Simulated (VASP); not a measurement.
# Nb (I4/mmm) in VASP: single point with PBEsol

Aim: the single point of Nb with PBEsol.

Everything below comes from runs of VASP 6.6.1. Logs are shortened: lines on timing, memory, paths and dates and some standing lists are left out, and cuts for length are marked.

## (1) The cell of the first run

It takes space group I4/mmm (No. 139, tetragonal). The conventional cell has a = 2.613 Å, b = 2.613 Å, c = 5.543 Å, α = 90.00°, β = 90.00°, γ = 90.00°. Within 3.4 Å of Nb (site symmetry 4/mmm) lie 12 Nb at 2.61 to 3.33 Å.

## (2) Single point, PBEsol

File INCAR:

```
  PREC = Accurate
  ENCUT = 520
  EDIFF = 1E-7
  ISMEAR = 0
  SIGMA = 0.15
  LREAL = False
  LASPH = True
  NELM = 80
  ALGO = Fast
  ISIF = 2
  LWAVE = False
  LCHARG = False
  GGA = PS
  NBANDS = 12
```

File KPOINTS:

```
regular mesh
0
Gamma
  22 22 22
```

File POSCAR:

```
Nb
1.0
    0.0000000000      1.8476226829      2.7714340244
    1.8476226829      0.0000000000      2.7714340244
    1.8476226829      1.8476226829      0.0000000000
Nb
1
Direct
    0.0000000000      0.0000000000      0.0000000000
```

Potentials or basis: VASP PAW PBE potentials, release 64 (Nb_sv).

The run is started by

```sh
cat potpaw_PBE.64/Nb_sv/POTCAR > POTCAR
mpirun -np 1 vasp_std > vasp.out
```

OUTCAR:

```text
PREC = Accurate
   ENCUT = 520
   EDIFF = 1E-7
   ISMEAR = 0
   LREAL = False
   LASPH = True
   NELM = 80
   ISIF = 2
   GGA = PS

 ion  position               nearest neighbor table
   1  0.000  0.000  0.000-

  LATTYP: Found a body centered tetragonal cell.
 ALAT       =     2.6129330563
 C/A-ratio  =     2.1213203436

  Lattice vectors:

 A1 = (  -1.8476226829,   0.0000000000,   2.7714340244)
 A2 = (   1.8476226829,   0.0000000000,   2.7714340244)
 A3 = (   0.0000000000,   1.8476226829,  -2.7714340244)

Analysis of symmetry for initial positions (statically):
=====================================================================
 Subroutine PRICEL returns:
 Original cell was already a primitive cell.

 Routine SETGRP: Setting up the symmetry group for a
 body centered tetragonal supercell.

 Subroutine GETGRP returns: Found 16 space group operations
 (whereof 16 operations were pure point group operations)
 out of a pool of 16 trial point group operations.

The static configuration has the point symmetry D_4h.

Analysis of symmetry for dynamics (positions and initial velocities):
=====================================================================
 Subroutine PRICEL returns:
 Original cell was already a primitive cell.

 Routine SETGRP: Setting up the symmetry group for a
 body centered tetragonal supercell.

 Subroutine GETGRP returns: Found 16 space group operations
 (whereof 16 operations were pure point group operations)
 out of a pool of 16 trial point group operations.

The dynamic configuration has the point symmetry D_4h.

 Subroutine INISYM returns: Found 16 space group operations
 (whereof 16 operations are pure point group operations),
 and found     1 'primitive' translations

----------------------------------------------------------------------------------------

                                     Primitive cell

  volume of cell :      18.9217

  direct lattice vectors                    reciprocal lattice vectors
     0.000000000  1.847622683  2.771434024    -0.270618024  0.270618024  0.180412016
     1.847622683  0.000000000  2.771434024     0.270618024 -0.270618024  0.180412016
     1.847622683  1.847622683  0.000000000     0.270618024  0.270618024 -0.180412016

  length of vectors
     3.330849160  3.330849160  2.612933056     0.423103682  0.423103682  0.423103682

  position of ions in fractional coordinates (direct lattice)
     0.000000000  0.000000000  0.000000000

  ion indices of the primitive-cell ions
   primitive index   ion index
                 1           1

----------------------------------------------------------------------------------------

 KPOINTS: regular mesh

Automatic generation of k-mesh.
 Grid dimensions read from file:
 generate k-points for:   22   22   22

 Generating k-lattice:

  Cartesian coordinates                     Fractional coordinates (reciprocal lattice)
    -0.012300819  0.012300819  0.008200546     0.045454545  0.000000000  0.000000000
     0.012300819 -0.012300819  0.008200546     0.000000000  0.045454545  0.000000000
     0.012300819  0.012300819 -0.008200546     0.000000000  0.000000000  0.045454545

  Length of vectors
     0.019231986  0.019231986  0.019231986

  Shift w.r.t. Gamma in fractional coordinates (k-lattice)
     0.000000000  0.000000000  0.000000000

 Subroutine IBZKPT returns following result:
 ===========================================

 Found    834 irreducible k-points:

 Following reciprocal coordinates:
            Coordinates               Weight
  0.000000  0.000000  0.000000      1.000000
  0.045455  0.000000  0.000000      8.000000
  0.090909  0.000000  0.000000      8.000000
  0.136364  0.000000  0.000000      8.000000
  0.181818  0.000000  0.000000      8.000000
  0.227273  0.000000  0.000000      8.000000
[... 16 lines left out ...]
  0.500000  0.045455  0.000000      8.000000
 -0.454545  0.045455  0.000000      8.000000
 [... further k-points ...]
   k-points           NKPTS =    834   k-points in BZ     NKDIM =    834   number of bands    NBANDS=     12
   number of dos      NEDOS =    301   number of ions     NIONS =      1
   total plane-waves  NPLWV =  15680
   dimension x,y,z NGX =    28 NGY =   28 NGZ =   20
   dimension x,y,z NGXF=    56 NGYF=   56 NGZF=   40
   ions per type =               1
   NGX,Y,Z   is equivalent  to a cutoff of  13.98, 13.98, 12.72 a.u.
   NGXF,Y,Z  is equivalent  to a cutoff of  27.95, 27.95, 25.45 a.u.
 SYSTEM =  unknown system
   PREC   = accura    normal or accurate (medium, high low for compatibility)
   ISTART =      0    job   : 0-new  1-cont  2-samecut
   ICHARG =      2    charge: 1-file 2-atom 10-const
   ISPIN  =      1    spin polarized calculation?
   LNONCOLLINEAR =      F non collinear calculations
   LSORBIT =      F    spin-orbit coupling
   LASPH  =      T    aspherical Exc in radial PAW
   ENCUT  =  520.0 eV  38.22 Ry    6.18 a.u.   6.19  6.19  4.86*2*pi/ulx,y,z
   NELM   =     80;   NELMIN=  2; NELMDL= -5     # of ELM steps
   EDIFF  = 0.1E-06   stopping-criterion for ELM
   LREAL  =      F    real-space projection
   EDIFFG = 0.1E-05   stopping-criterion for IOM
   NSW    =      0    number of steps for IOM
   IBRION =     -1    ionic relax: 0-MD 1-quasi-New 2-CG
   NFREE  =      0    steps in history (QN), initial steepest desc. (CG)
   ISIF   =      2    stress and relaxation
   ISYM   =      2    0-nonsym 1-usesym 2-fastsym
   POTIM  = 0.5000    time-step for ionic-motion
   TEBEG  =    0.0;   TEEND  =   0.0 temperature during run
   PSTRESS=    0.0 pullay stress
   NELECT =      13.0000    total number of electrons
   NUPDOWN=      -1.0000    fix difference up-down
   EMIN   =  10.00;   EMAX   =-10.00  energy-range for DOS
   EFERMI =   0.00;   METHOD = LEGACY
   ISMEAR =     0;   SIGMA  =   0.15  broadening in eV -4-tet -1-fermi 0-gaus
   EFERMI_NEDOS =   21; number of points for ismear=-14 and -15
   IALGO  =     68    algorithm
   IMIX   =      4    mixing-type and parameters
     AMIX     =   0.40;   BMIX     =  1.00
     AMIX_MAG =   1.60;   BMIX_MAG =  1.00
  volume/ion in A,a.u.               =      18.92       127.69
  Fermi-wavevector in a.u.,A,eV,Ry     =   1.444560  2.729823 28.392005  2.086754
  Thomas-Fermi vector in A             =   2.562841
   LORBIT       =      0    0 simple, 1 ext, 2 COOP (PROOUT), +10 PAW based schemes
   GGA     = PS    functional components
   LHFCALC =     F    Hartree Fock is set to
   AEXX    =    0.0000 exact exchange contribution
   IVDW    =     0    specifies the selected vdW correction
   LEPSILON=     F    determine dielectric tensor
   LRPA    =     F    only Hartree local field effects (RPA)
 non-spin polarized calculation
 RMM-DIIS sequential band-by-band and
 Gauss-broadening in eV      SIGMA  =   0.15
  energy-cutoff  :      520.00
  volume of cell :       18.92
 maximum number of plane-waves:       523
 NGX is ok and might be reduce to    28
   NGX = 13   NGY = 13   NGZ =  9

 number of electron      13.0000001 magnetization

 Free energy of the ion-electron system (eV)
  ---------------------------------------------------
  ext. energy  EPLUGINS =         0.00000000
  ---------------------------------------------------
  free energy    TOTEN  =       -10.58877162 eV

  energy without entropy =      -10.57553308  energy(sigma->0) =      -10.58215235

 E-fermi :  10.5780     XC(G=0): -12.3079

 val. band max:       10.5753109518   @ k =   0.4091   0.1364   0.0000
 cond. band min:      10.5804138715   @ k =   0.3636   0.0909   0.0000
 fundamental gap:      0.0051029197
 Fermi energy:        10.5780423577

 k-point     1 :       0.0000    0.0000    0.0000
  band No.  band energies     occupation
      1     -44.0948      2.00000
      2     -19.7967      2.00000
      3     -19.0668      2.00000
      4     -19.0668      2.00000
      5       4.6296      2.00000
      6       8.0901      2.00000
      7       9.3752      2.00000
      8      13.3213      0.00000
      9      13.3213      0.00000
     10      16.3868      0.00000
     11      22.0708      0.00000
     12      24.5668      0.00000

 k-point     2 :       0.0455    0.0000    0.0000
  band No.  band energies     occupation
      1     -44.0886      2.00000
      2     -19.7977      2.00000
      3     -19.1113      2.00000
      4     -19.0638      2.00000
      5       4.7116      2.00000
      6       8.1521      2.00000
      7       9.4171      2.00000
      8      13.1565      0.00000
      9      13.3500      0.00000
     10      16.2872      0.00000
     11      22.2349      0.00000
     12      24.7239      0.00000

 k-point     3 :       0.0909    0.0000    0.0000
  band No.  band energies     occupation
      1     -44.0706      2.00000
      2     -19.8008      2.00000
      3     -19.2396      2.00000
      4     -19.0550      2.00000
      5       4.9483      2.00000
      6       8.3229      2.00000
      7       9.5516      2.00000
      8      12.7300      0.00000
      9      13.4340      0.00000
     10      16.0088      0.00000
     11      22.6361      0.00000
     12      25.1985      0.00000
[... 286 lines left out ...]
 k-point    23 :       0.5000    0.0455    0.0000
  band No.  band energies     occupation
      1     -43.7860      2.00000
      2     -21.0291      2.00000
      3     -19.8306      2.00000
      4     -18.9200      2.00000
      5       7.0056      2.00000
      6       8.9183      2.00000
      7      12.4487      0.00000
      8      12.7887      0.00000
      9      14.7700      0.00000
     10      15.1803      0.00000
     11      20.8811      0.00000
     12      22.4166      0.00000

 k-point    24 :      -0.4545    0.0455    0.0000
  band No.  band energies     occupation
      1     -43.7808      2.00000
      2     -21.0628      2.00000
      3     -19.8207      2.00000
      4     -18.9155      2.00000
      5       7.0123      2.00000
      6       8.9541      2.00000
      7      12.2324      0.00000
      8      12.7408      0.00000
      9      15.0311      0.00000
     10      15.1588      0.00000
     11      20.9807      0.00000
     12      22.4862      0.00000

 [... further k-points ...]
[... 5 lines left out ...]
  --------------------------------------------------------------------------------------
  -------------------------------------------------------------------------------------
  Total        0.5670002      0.5670002     -2.9272399      0.0000000      0.0000000      0.0000000
  in kB       48.0101076     48.0101076   -247.8607636      0.0000000      0.0000000      0.0000000
  external PRESSURE =     -50.6135161 kB  Pullay stress =       0.0000000 kB

 VOLUME and BASIS-vectors are now :
 -----------------------------------------------------------------------------
  energy-cutoff  :      520.00
  volume of cell :       18.92
      direct lattice vectors                 reciprocal lattice vectors
     0.000000000  1.847622683  2.771434024    -0.270618024  0.270618024  0.180412016
     1.847622683  0.000000000  2.771434024     0.270618024 -0.270618024  0.180412016
     1.847622683  1.847622683  0.000000000     0.270618024  0.270618024 -0.180412016

 POSITION                                       TOTAL-FORCE (eV/Angst)
 -----------------------------------------------------------------------------------
      0.00000      0.00000      0.00000         0.000000      0.000000      0.000000
 -----------------------------------------------------------------------------------
    total drift:                                0.000000     -0.000000     -0.000000

  FREE ENERGIE OF THE ION-ELECTRON SYSTEM (eV)
  ---------------------------------------------------
  free  energy   TOTEN  =       -10.5887716219 eV

  energy  without entropy=      -10.5755330761  energy(sigma->0) =      -10.58215235
```

It took 8.6 min on 1 thread of Intel Xeon 8259CL, shared host; peak memory 0.3 GiB.

Results:

```yaml
Free_energy: -10.5888 eV
Pressure: -5.1 GPa
Band_gap_on_the_k_mesh: zero (an odd number of electrons rules out a gap without spin polarisation)
```

Caveat: the cell stands under tension; the PAW data sets were made with another functional, which shifts forces and pressure a little.
